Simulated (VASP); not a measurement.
Here is a VASP 6.6.1 calculation.

Contents of INCAR:

```
SYSTEM = Pb
PREC = Accurate ; ENCUT = 500
EDIFF = 1E-6 ; ISMEAR = 0
SIGMA = 0.1 ; LREAL = .FALSE.
LASPH = .TRUE. ; NELM = 120
ALGO = Normal ; ISIF = 2
LWAVE = .FALSE. ; LCHARG = .FALSE.
GGA = PE ; NBANDS = 13
GGA_COMPAT = .FALSE.
```

File KPOINTS:

```
Automatic mesh
0
G
  8 8 8
  0 0 0
```

File POSCAR:

```
Pb
1.0
    0.0000000000      2.4750200000      2.4750200000
    2.4750200000      0.0000000000      2.4750200000
    2.4750200000      2.4750200000      0.0000000000
Pb
1
Direct
    0.0000000000      0.0000000000      0.0000000000
```

Potentials or basis: VASP PAW PBE potentials, release 64 (Pb_d).

Command:

```sh
$ cat potpaw_PBE.64/Pb_d/POTCAR > POTCAR
$ mpirun -np 1 vasp_std > vasp.out
```

Estimate the pressure.

2.6 GPa.

What does it give for the band gap on the k mesh?

Zero (band 7 reaches 14.70 eV, above the bottom of band 8 at 5.91 eV).

Caveat: spin-orbit coupling is left out, which moves the levels of the heavy elements.
